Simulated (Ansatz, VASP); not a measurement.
## Two plane-wave programs on CaF3

```
Ca F
1.0
    -1.89350    1.89350    3.10090
     1.89350   -1.89350    3.10090
     1.89350    1.89350   -3.10090
Ca F
1 3
Direct
  0.00000 0.00000 0.00000
  0.75000 0.25000 0.50000
  0.25000 0.75000 0.50000
  0.50000 0.50000 0.00000
```

Alike in both runs: functional PBEsol; k mesh 16 × 16 × 16; occupations gaussian, width 0.1 eV; collinear spin.

Ansatz relaxed the structure, and its values are those at the end. VASP's run is a single point on that final structure, the one shown.

|  | VASP | Ansatz |
| --- | --- | --- |
| version | VASP 6.6.1 | Ansatz 0.2.0 |
| potentials or method | VASP PAW PBE potentials, release 64 (Ca_sv, F), cutoff 520 eV | scalar-relativistic, plane waves, PAW |
| valence electrons in the cell | 31 | 31 |

VASP gave:

- gap on the k mesh at the Fermi level (eV): none
- pressure (GPa): 0.0
- net moment per atom (μB): 0.25
- size of the moment on the site where the two differ most (μB): 0.50

Q: Estimate Ansatz's values.

A: gap on the k mesh at the Fermi level (eV): none; pressure (GPa): 0.0; net moment per atom (μB): 0.25; size of the moment on the site where the two differ most (μB): 0.54.

VASP's potentials were made for PBE, not for PBEsol. Site moments also hang on the region over which each program counts them. A gap of «none» marks a metal or a gap that the smearing closes.
